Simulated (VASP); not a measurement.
Set up this calculation in VASP 6.6.1, as the native input.

* Task: single point
* Functional: PBE
* Potentials or basis: VASP PAW PBE potentials, release 64 (Cs_sv, Ag, Bi_d, Br)
* Cutoff: 520 eV
* k mesh: 4 × 4 × 4
* Occupations: gaussian, width 0.01 eV
* Spin: no spin polarisation
* Dipole correction: no
* Further INCAR settings: ALGO = Normal; EDIFF = 1e-07; NBANDS = 54

The structure of Cs2AgBiBr6 lies in POSCAR:

```
Cs2AgBiBr6
1.0
    0.0000000000      5.7941786670      5.7941786670
    5.7941786670      0.0000000000      5.7941786670
    5.7941786670      5.7941786670      0.0000000000
Cs Ag Bi Br
2 1 1 6
Direct
    0.2500000000      0.2500000000      0.2500000000
    0.7500000000      0.7500000000      0.7500000000
    0.0000000000      0.0000000000      0.0000000000
    0.5000000000      0.5000000000      0.5000000000
    0.2486135607      0.7513864393      0.7513864393
    0.2486135607      0.7513864393      0.2486135607
    0.7513864393      0.2486135607      0.7513864393
    0.7513864393      0.2486135607      0.2486135607
    0.7513864393      0.7513864393      0.2486135607
    0.2486135607      0.2486135607      0.7513864393
```

The input as run:

INCAR

```
PREC     = Accurate       # precision mode
ENCUT    = 520            # plane-wave cutoff, eV
EDIFF    = 1E-7           # SCF threshold, eV
ISMEAR   = 0              # smearing method
SIGMA    = 0.01           # smearing width, eV
LREAL    = F              # projectors in reciprocal space
LASPH    = T              # aspherical terms in the spheres
NELM     = 80             # most SCF steps
ALGO     = Normal         # electronic algorithm
ISIF     = 2              # what is computed and relaxed
LWAVE    = F              # write WAVECAR
LCHARG   = F              # write CHGCAR
GGA      = PE             # functional
NBANDS   = 54             # bands
```

KPOINTS

```
regular mesh
0
Gamma
  4 4 4
```

Potentials or basis: VASP PAW PBE potentials, release 64 (Cs_sv, Ag, Bi_d, Br).

Launch:

```bash
$ cat potpaw_PBE.64/Cs_sv/POTCAR potpaw_PBE.64/Ag/POTCAR potpaw_PBE.64/Bi_d/POTCAR potpaw_PBE.64/Br/POTCAR > POTCAR
$ mpirun -np 1 vasp_std > vasp.out
```

It gave:

| Item | Value |
| --- | --- |
| Pressure | -0.6 GPa |
| Largest force | 0.080 eV/Å |
| Band gap on the k mesh | 1.35 eV (least direct gap 2.31 eV) |

Caveat: spin-orbit coupling is left out, which moves the levels of the heavy elements.

It took 5.4 min on 1 thread of Intel(R) Xeon(R) Platinum 8259CL CPU @ 2.50GHz (Skylake/Cascade Lake), on a shared host, peak memory 0.63 GiB.
